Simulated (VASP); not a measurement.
Input of a VASP 6.6.1 run:

The input INCAR:

```
SYSTEM = NaI
PREC = Accurate
ENCUT = 520
EDIFF = 1E-6
ISMEAR = 0
SIGMA = 0.01
LREAL = .False.
LASPH = .True.
NELM = 100
ALGO = Normal
ISIF = 2
LWAVE = .False.
LCHARG = .False.
GGA = RE
IVDW = 12
NBANDS = 14
```

File KPOINTS:

```
regular mesh
0
Gamma
  3 3 3
  0 0 0
```

POSCAR

```
NaI
1.0
    0.0000000000      3.1893573176      3.1893573176
    3.1893573176      0.0000000000      3.1893573176
    3.1893573176      3.1893573176      0.0000000000
Na I
1 1
Direct
    0.0000000000      0.0000000000      0.0000000000
    0.5000000000      0.5000000000      0.5000000000
```

Potentials or basis: VASP PAW PBE potentials, release 64 (Na_pv, I).

The run is started by

```bash
$ cat potpaw_PBE.64/Na_pv/POTCAR potpaw_PBE.64/I/POTCAR > POTCAR
$ mpirun -np 1 vasp_std > vasp.out
```

Problem. What does it give for the dispersion energy per atom?

Solution. -0.499 eV.

Problem. What does it give for the pressure?

Solution. 0.1 GPa.

Caveat: the k points lie up to 0.57 Å⁻¹ apart; the PAW data sets were made with another functional, which shifts forces and pressure a little.
